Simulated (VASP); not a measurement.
# GeW3 (Im-3m) in VASP: relaxation of cell and atoms with PBE

Aim: the relaxation of cell and atoms of GeW3 with PBE.

Program: VASP 6.6.1. These are calculated values, not measurements. Logs are shortened: lines on timing, memory, paths and dates and some standing lists are left out, and cuts for length are marked.

## (1) The cell of the first run

The structure is cubic, space group Im-3m (No. 229). Conventional cell: a = 5.262 Å, b = 5.262 Å, c = 5.262 Å, α = 90.00°, β = 90.00°, γ = 90.00°. Ge (site symmetry m-3m) has 6 W at 2.63 Å within 3.5 Å. Within 3.5 Å of W (site symmetry 4/mmm) lie 2 Ge at 2.63 Å and 4 W at 2.63 Å.

The cell was generated, and may not be a known phase.

## (2) Relaxation of cell and atoms, PBE

INCAR reads:

```
PREC = Accurate
ENCUT = 500
EDIFF = 1E-7
ISMEAR = 0
SIGMA = 0.1
LREAL = False
LASPH = True
NELM = 120
ALGO = Normal
ISIF = 3
LWAVE = False
LCHARG = False
GGA = PE
IBRION = 2
NSW = 100
EDIFFG = -0.01
GGA_COMPAT = False
NELMIN = 4
```

KPOINTS reads:

```
regular mesh
0
Gamma
  12 12 12
```

POSCAR reads:

```
GeW3
1.0
   -2.6309894438      2.6309894438      2.6309894438
    2.6309894438     -2.6309894438      2.6309894438
    2.6309894438      2.6309894438     -2.6309894438
Ge W
1 3
Direct
    0.0000000000      0.0000000000      0.0000000000
    0.0000000000      0.5000000000      0.5000000000
    0.5000000000      0.0000000000      0.5000000000
    0.5000000000      0.5000000000      0.0000000000
```

Potentials or basis: VASP PAW PBE potentials, release 64 (Ge_d, W_sv).

The run is started by

```console
> cat potpaw_PBE.64/Ge_d/POTCAR potpaw_PBE.64/W_sv/POTCAR > POTCAR
> mpirun -np 1 vasp_std > vasp.out
```

OUTCAR:

```text
PREC = Accurate
   ENCUT = 500
   EDIFF = 1E-7
   ISMEAR = 0
   LREAL = False
   LASPH = True
   NELM = 120
   ISIF = 3
   GGA = PE
   IBRION = 2
   NSW = 100
   EDIFFG = -0.01
   NELMIN = 4

 ion  position               nearest neighbor table
   1  0.000  0.000  0.000-   2 2.63   3 2.63   4 2.63   2 2.63   3 2.63   4 2.63
   2  0.000  0.500  0.500-   1 2.63   3 2.63   4 2.63   1 2.63   4 2.63   3 2.63
   3  0.500  0.000  0.500-   1 2.63   2 2.63   4 2.63   4 2.63   1 2.63   2 2.63
   4  0.500  0.500  0.000-   1 2.63   2 2.63   3 2.63   3 2.63   2 2.63   1 2.63

  LATTYP: Found a body centered cubic cell.
 ALAT       =     5.2619788876

  Lattice vectors:

 A1 = (  -2.6309894438,   2.6309894438,   2.6309894438)
 A2 = (   2.6309894438,  -2.6309894438,   2.6309894438)
 A3 = (   2.6309894438,   2.6309894438,  -2.6309894438)

Analysis of symmetry for initial positions (statically):
=====================================================================
 Subroutine PRICEL returns:
 Original cell was already a primitive cell.

 Routine SETGRP: Setting up the symmetry group for a
 body centered cubic supercell.

 Subroutine GETGRP returns: Found 48 space group operations
 (whereof 48 operations were pure point group operations)
 out of a pool of 48 trial point group operations.

The static configuration has the point symmetry O_h .

Analysis of symmetry for dynamics (positions and initial velocities):
=====================================================================
 Subroutine PRICEL returns:
 Original cell was already a primitive cell.

 Routine SETGRP: Setting up the symmetry group for a
 body centered cubic supercell.

 Subroutine GETGRP returns: Found 48 space group operations
 (whereof 48 operations were pure point group operations)
 out of a pool of 48 trial point group operations.

The dynamic configuration has the point symmetry O_h .

 Subroutine INISYM returns: Found 48 space group operations
 (whereof 48 operations are pure point group operations),
 and found     1 'primitive' translations

----------------------------------------------------------------------------------------

                                     Primitive cell

  volume of cell :      72.8479

  direct lattice vectors                    reciprocal lattice vectors
    -2.630989444  2.630989444  2.630989444     0.000000000  0.190042572  0.190042572
     2.630989444 -2.630989444  2.630989444     0.190042572  0.000000000  0.190042572
     2.630989444  2.630989444 -2.630989444     0.190042572  0.190042572  0.000000000

  length of vectors
     4.557007391  4.557007391  4.557007391     0.268760782  0.268760782  0.268760782

  position of ions in fractional coordinates (direct lattice)
     0.000000000  0.000000000  0.000000000
     0.000000000  0.500000000  0.500000000
     0.500000000  0.000000000  0.500000000
     0.500000000  0.500000000  0.000000000

  ion indices of the primitive-cell ions
   primitive index   ion index
                 1           1
                 2           2
                 3           3
                 4           4

----------------------------------------------------------------------------------------

 KPOINTS: regular mesh

Automatic generation of k-mesh.
 Grid dimensions read from file:
 generate k-points for:   12   12   12

 Generating k-lattice:

  Cartesian coordinates                     Fractional coordinates (reciprocal lattice)
     0.000000000  0.015836881  0.015836881     0.083333333  0.000000000  0.000000000
     0.015836881  0.000000000  0.015836881     0.000000000  0.083333333  0.000000000
     0.015836881  0.015836881  0.000000000     0.000000000  0.000000000  0.083333333

  Length of vectors
     0.022396732  0.022396732  0.022396732

  Shift w.r.t. Gamma in fractional coordinates (k-lattice)
     0.000000000  0.000000000  0.000000000

 Subroutine IBZKPT returns following result:
 ===========================================

 Found     72 irreducible k-points:

 Following reciprocal coordinates:
            Coordinates               Weight
  0.000000  0.000000  0.000000      1.000000
  0.083333  0.000000  0.000000     12.000000
  0.166667  0.000000  0.000000     12.000000
  0.250000  0.000000  0.000000     12.000000
  0.333333  0.000000  0.000000     12.000000
  0.416667  0.000000  0.000000     12.000000
[... 16 lines left out ...]
  0.333333  0.083333  0.083333     24.000000
  0.416667  0.083333  0.083333     12.000000
 [... further k-points ...]
   k-points           NKPTS =     72   k-points in BZ     NKDIM =     72   number of bands    NBANDS=     33
   number of dos      NEDOS =    301   number of ions     NIONS =      4
   total plane-waves  NPLWV =  46656
   dimension x,y,z NGX =    36 NGY =   36 NGZ =   36
   dimension x,y,z NGXF=    72 NGYF=   72 NGZF=   72
   ions per type =               1   3
   NGX,Y,Z   is equivalent  to a cutoff of  13.13, 13.13, 13.13 a.u.
   NGXF,Y,Z  is equivalent  to a cutoff of  26.27, 26.27, 26.27 a.u.
 SYSTEM =  unknown system
   PREC   = accura    normal or accurate (medium, high low for compatibility)
   ISTART =      0    job   : 0-new  1-cont  2-samecut
   ICHARG =      2    charge: 1-file 2-atom 10-const
   ISPIN  =      1    spin polarized calculation?
   LNONCOLLINEAR =      F non collinear calculations
   LSORBIT =      F    spin-orbit coupling
   LASPH  =      T    aspherical Exc in radial PAW
   ENCUT  =  500.0 eV  36.75 Ry    6.06 a.u.   8.31  8.31  8.31*2*pi/ulx,y,z
   NELM   =    120;   NELMIN=  4; NELMDL= -5     # of ELM steps
   EDIFF  = 0.1E-06   stopping-criterion for ELM
   LREAL  =      F    real-space projection
   EDIFFG = -.1E-01   stopping-criterion for IOM
   NSW    =    100    number of steps for IOM
   IBRION =      2    ionic relax: 0-MD 1-quasi-New 2-CG
   NFREE  =      1    steps in history (QN), initial steepest desc. (CG)
   ISIF   =      3    stress and relaxation
   ISYM   =      2    0-nonsym 1-usesym 2-fastsym
   POTIM  = 0.5000    time-step for ionic-motion
   TEBEG  =    0.0;   TEEND  =   0.0 temperature during run
   PSTRESS=    0.0 pullay stress
   NELECT =      56.0000    total number of electrons
   NUPDOWN=      -1.0000    fix difference up-down
   EMIN   =  10.00;   EMAX   =-10.00  energy-range for DOS
   EFERMI =   0.00;   METHOD = LEGACY
   ISMEAR =     0;   SIGMA  =   0.10  broadening in eV -4-tet -1-fermi 0-gaus
   EFERMI_NEDOS =   21; number of points for ismear=-14 and -15
   IALGO  =     38    algorithm
   IMIX   =      4    mixing-type and parameters
     AMIX     =   0.40;   BMIX     =  1.00
     AMIX_MAG =   1.60;   BMIX_MAG =  1.00
  volume/ion in A,a.u.               =      18.21       122.90
  Fermi-wavevector in a.u.,A,eV,Ry     =   1.499679  2.833983 30.600021  2.249038
  Thomas-Fermi vector in A             =   2.611278
   LORBIT       =      0    0 simple, 1 ext, 2 COOP (PROOUT), +10 PAW based schemes
   GGA     = PE    functional components
   LHFCALC =     F    Hartree Fock is set to
   AEXX    =    0.0000 exact exchange contribution
   IVDW    =     0    specifies the selected vdW correction
   LEPSILON=     F    determine dielectric tensor
   LRPA    =     F    only Hartree local field effects (RPA)
 conjugate gradient relaxation of ions
 non-spin polarized calculation
 Gauss-broadening in eV      SIGMA  =   0.10
  energy-cutoff  :      500.00
  volume of cell :       72.85
 maximum number of plane-waves:      1886
 NGX is ok and might be reduce to    36
   NGX = 17   NGY = 17   NGZ = 17

--------------------------------------- Ionic step        1  -------------------------------------------

 number of electron      56.0000011 magnetization

 Free energy of the ion-electron system (eV)
  ---------------------------------------------------
  ext. energy  EPLUGINS =         0.00000000
  ---------------------------------------------------
  free energy    TOTEN  =       -37.69530203 eV

  energy without entropy =      -37.66982145  energy(sigma->0) =      -37.68256174

------------------------ aborting loop because EDIFF is reached ----------------------------------------

  FORCE on cell =-STRESS in cart. coord.  units (eV):
  Direction    XX          YY          ZZ          XY          YZ          ZX
  --------------------------------------------------------------------------------------
  -------------------------------------------------------------------------------------
  Total       -0.1513703     -0.1513703     -0.1513703      0.0000000      0.0000000     -0.0000000
  in kB       -3.3291555     -3.3291555     -3.3291555      0.0000000      0.0000000     -0.0000000
  external PRESSURE =      -3.3291555 kB  Pullay stress =       0.0000000 kB
[... 61 lines left out ...]
  energy  without entropy=      -37.6696413293  energy(sigma->0) =      -37.68224924

--------------------------------------- Ionic step        3  -------------------------------------------

 number of electron      56.0000012 magnetization

 Free energy of the ion-electron system (eV)
  ---------------------------------------------------
  ext. energy  EPLUGINS =         0.00000000
  ---------------------------------------------------
  free energy    TOTEN  =       -37.69543511 eV

  energy without entropy =      -37.67004216  energy(sigma->0) =      -37.68273863

 E-fermi :   8.7266     XC(G=0): -12.4159

 val. band max:        8.7258729596   @ k =   0.3333   0.0833   0.0833
 cond. band min:       8.7300251251   @ k =  -0.4167   0.4167   0.0833
 fundamental gap:      0.0041521654
 Fermi energy:         8.7266434879

 k-point     1 :       0.0000    0.0000    0.0000
  band No.  band energies     occupation
      1     -65.3329      2.00000
      2     -65.1873      2.00000
      3     -65.1873      2.00000
      4     -30.0194      2.00000
      5     -30.0194      2.00000
      6     -30.0194      2.00000
[... 853 lines left out ...]
     32       9.4399      0.00000
     33      10.2866      0.00000

 [... further k-points ...]
[... 5 lines left out ...]
  --------------------------------------------------------------------------------------
  -------------------------------------------------------------------------------------
  Total       -0.0054104     -0.0054104     -0.0054104      0.0000000      0.0000000     -0.0000000
  in kB       -0.1192096     -0.1192096     -0.1192096      0.0000000      0.0000000     -0.0000000
  external PRESSURE =      -0.1192096 kB  Pullay stress =       0.0000000 kB
[... 19 lines left out ...]
  FREE ENERGIE OF THE ION-ELECTRON SYSTEM (eV)
  ---------------------------------------------------
  free  energy   TOTEN  =       -37.6954351083 eV

  energy  without entropy=      -37.6700421613  energy(sigma->0) =      -37.68273863

 reached required accuracy - stopping structural energy minimisation
```

It took 10 min on 1 thread of Oxide Virtual Turin-like, shared host; peak memory 0.28 GiB.

What came out:

```yaml
Free_energy: -37.6954 eV
Relaxed_volume: 18.18 Å³/atom
Relaxed_cell: a = 4.554 Å, b = 4.554 Å, c = 4.554 Å, α = 109.47°, β = 109.47°, γ = 109.47°
Space_group_after_relaxing_to_0.1_Å: Im-3m (No. 229)
Energy_gained_by_relaxing: 0.0 meV/atom
Ionic_steps: 3
Pressure_after_relaxing: 0.0 GPa
Band_gap_on_the_k_mesh: zero (bands 28 and 29 overlap by 1.63 eV)
```

Step by step:
```
step  energy change (eV)  largest force (eV/Å)  pressure (GPa)  volume (Å³)
   1              0.0000                0.0000           -0.33        72.85
   2              0.0004                0.0000            0.71        72.45
   3             -0.0001                0.0000           -0.01        72.72
```

Final structure:
```cif
data_structure
_symmetry_space_group_name_H-M 'P 1'
_symmetry_Int_Tables_number 1
_cell_length_a 4.5543
_cell_length_b 4.5543
_cell_length_c 4.5543
_cell_angle_alpha 109.471
_cell_angle_beta 109.471
_cell_angle_gamma 109.471
_cell_volume 72.72
loop_
_atom_site_label
_atom_site_type_symbol
_atom_site_fract_x
_atom_site_fract_y
_atom_site_fract_z
_atom_site_occupancy
Ge1 Ge 0.00000 0.00000 0.00000 1
W1 W 0.00000 0.50000 0.50000 1
W2 W 0.50000 0.00000 0.50000 1
W3 W 0.50000 0.50000 0.00000 1
```

Caveat: spin-orbit coupling is left out, which moves the levels of the heavy elements.
